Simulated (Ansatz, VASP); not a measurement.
**One calculation of Zn2SeS, two programs**

```
Zn Se S
1.0
     3.61609    0.00000    0.00000
     0.00000    3.61609    0.00000
     0.00000    0.00000    5.52212
Zn Se S
2 1 1
Cartesian
  1.8080 0.0000 4.2137
  0.0000 1.8080 1.3084
  0.0000 0.0000 2.7611
  1.8080 1.8080 0.0000
```

Change from the starting cell: strain -0.0750 x Voigt [1, 1, 0, 0, 0, 0], atoms carried along.

Alike in both runs: task single point; functional LDA; k mesh 8 × 8 × 6; occupations gaussian, width 0.05 eV; no spin polarisation.

|  | VASP | Ansatz |
| --- | --- | --- |
| version | VASP 6.6.1 | Ansatz 0.2.0 |
| potentials or method | VASP PAW LDA potentials, release 64 (Zn, Se, S), cutoff 520 eV | scalar-relativistic, plane waves, PAW |
| valence electrons in the cell | 36 | 46 |

```tsv
	VASP	Ansatz	Ansatz less VASP
gap on the k mesh at the Fermi level (eV)	1.90	1.87	-0.037
least direct gap on the mesh (eV)	1.90	1.87	-0.037
pressure (GPa)	10.6	10.1	-0.51
traceless stress, the component that is largest in VASP (GPa)	-2.24	-2.28	-0.033
rms of the force components (eV/Å)	0.017	0.010	-0.0073
```

LDA's correlation is that of Perdew and Zunger in VASP and of Perdew and Wang (1992) in Ansatz. Atom by atom the forces differ by 0.007 eV/Å (rms over components). VASP's potentials hold 36 valence electrons a cell and Ansatz's 46, so a difference there can come from the potentials and not from the codes.
